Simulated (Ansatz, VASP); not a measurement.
**One calculation of BaTiO3, two programs**

File INCAR:

```
  ALGO = Normal
  EDIFF = 1E-7
  ENCUT = 520
  GGA = PS
  ISIF = 2
  ISMEAR = -1
  LASPH = True
  LCHARG = False
  LREAL = False
  LWAVE = False
  NBANDS = 28
  NELM = 60
  PREC = Accurate
  SIGMA = 0.05
```

The input KPOINTS:

```
k-points
0
Gamma
  7 7 7
```

File POSCAR:

```
BaTiO3
1.0
    3.9587508719      0.0000000000      0.0000000000
    0.0000000000      2.8178598290      2.8260544582
    0.0000000000     -2.8178598290      2.8260544582
Ba Ti O
1 1 3
Direct
    0.0000000000      0.0000000000      0.0000000000
    0.5000000000      0.5124000000      0.5124000000
    0.5000000000      0.9918400000      0.5052400000
    0.5000000000      0.5052400000      0.9918400000
    0.0000000000      0.4874000000      0.4874000000
```

The input input.yaml:

```yaml
crystal:
  lattice:
    - [3.9587508719, 0.0, 0.0]
    - [0.0, 2.817859829, 2.8260544582]
    - [0.0, -2.817859829, 2.8260544582]
  atoms:
    - { symbol: Ba, position: [0.0, 0.0, 0.0] }
    - { symbol: Ti, position: [0.5, 0.5124, 0.5124] }
    - { symbol: O, position: [0.5, 0.99184, 0.50524] }
    - { symbol: O, position: [0.5, 0.50524, 0.99184] }
    - { symbol: O, position: [0.0, 0.4874, 0.4874] }
kpoints:
  mp_grid: { grid: [7, 7, 7] }
scf:
  occupations: { method: fermi_dirac, width: 0.05 }
hamiltonian:
  xc: pbesol
  pseudopotentials: { kind: all_electron, lapw: { basis_error: 0.002 } }
output:
  forces: true
  stress: true
  eigenvalues: true
```

Change from the starting cell: volume scaled by 0.98.

Alike in both runs: task single point; functional PBEsol; k mesh 7 × 7 × 7; occupations fermi-dirac, width 0.05 eV; no spin polarisation.

|  | VASP | Ansatz |
| --- | --- | --- |
| version | VASP 6.6.1 | Ansatz 0.2.0 |
| potentials or method | VASP PAW PBE potentials, release 64 (Ba_sv, Ti_sv, O), cutoff 520 eV | all-electron LAPW, scalar-relativistic |

|  | VASP | Ansatz | Ansatz less VASP |
| --- | --- | --- | --- |
| gap on the k mesh at the Fermi level (eV) | 1.92 | 1.98 | +0.063 |
| least direct gap on the mesh (eV) | 2.03 | 2.05 | +0.021 |
| pressure (GPa) | 1.4 | -0.5 | -1.95 |
| traceless stress, the component that is largest in VASP (GPa) | -0.39 | -0.40 | -0.007 |
| rms of the force components (eV/Å) | 0.110 | 0.112 | +0.0021 |

VASP's potentials were made for PBE, not for PBEsol. Atom by atom the forces differ by 0.015 eV/Å (rms over components). Ansatz ran all-electron here, and VASP with PAW potentials.

Spin-orbit coupling is off throughout.
